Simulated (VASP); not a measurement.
SiC:

```
Si C
1.0
     0.00000    2.17805    2.17805
     2.17805    0.00000    2.17805
     2.17805    2.17805    0.00000
Si C
1 1
Direct
  0.00000 0.00000 0.00000
  0.25000 0.25000 0.25000
```

Base run:

| Property | Result |
| --- | --- |
| Program | VASP 6.6.1 |
| Functional | PBE0 |
| Potentials or basis | VASP PAW PBE potentials, release 64 (Si, C) |
| Cutoff | 520 eV |
| k mesh | 8 × 8 × 8 |
| Occupations | gaussian, width 0.01 eV |
| Spin | no spin polarisation |

Its results: band gap on the k mesh 2.96 eV, indirect (least direct gap 6.48 eV); pressure -1.7 GPa.

**Question.** The run is repeated on the same cell with these changes: functional from PBE0 to HF. What comes out?

**Answer.** Band gap on the k mesh 8.73 eV, indirect (least direct gap 13.06 eV); pressure 0.5 GPa.

Caveats: the PAW data sets were made with another functional, which shifts forces and pressure a little.

A k mesh can miss the band edges.
